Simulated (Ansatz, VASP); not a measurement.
## WS2: VASP beside Ansatz

```
W S
1.0
     1.59387    0.92022    7.47445
    -1.59387    0.92022    7.47445
     0.00000   -1.84045    7.47445
W S
1 2
Direct
  0.00068 0.00068 0.00068
  0.40407 0.40407 0.40407
  0.26395 0.26395 0.26395
```

Alike in both runs: functional PBE; k mesh 12 × 12 × 12; occupations gaussian, width 0.02 eV; no spin polarisation.

Ansatz relaxed the structure, and its values are those at the end. VASP's run is a single point on that final structure, the one shown.

|  | VASP | Ansatz |
| --- | --- | --- |
| version | VASP 6.6.1 | Ansatz 0.2.0 |
| potentials or method | VASP PAW PBE potentials, release 64 (W_sv, S), cutoff 520 eV | scalar-relativistic, plane waves, PAW |
| valence electrons in the cell | 26 | 26 |

Ansatz gave:

* gap on the k mesh at the Fermi level (eV): 1.64
* least direct gap on the mesh (eV): 1.81
* pressure (GPa): 0.0

**Question.** Which values does VASP return?

**Answer.** gap on the k mesh at the Fermi level (eV): 1.65; least direct gap on the mesh (eV): 1.81; pressure (GPa): 0.0.

With one functional, cell and mesh, what is left measures potentials, basis and numerics.

Neither program's run includes spin-orbit coupling.
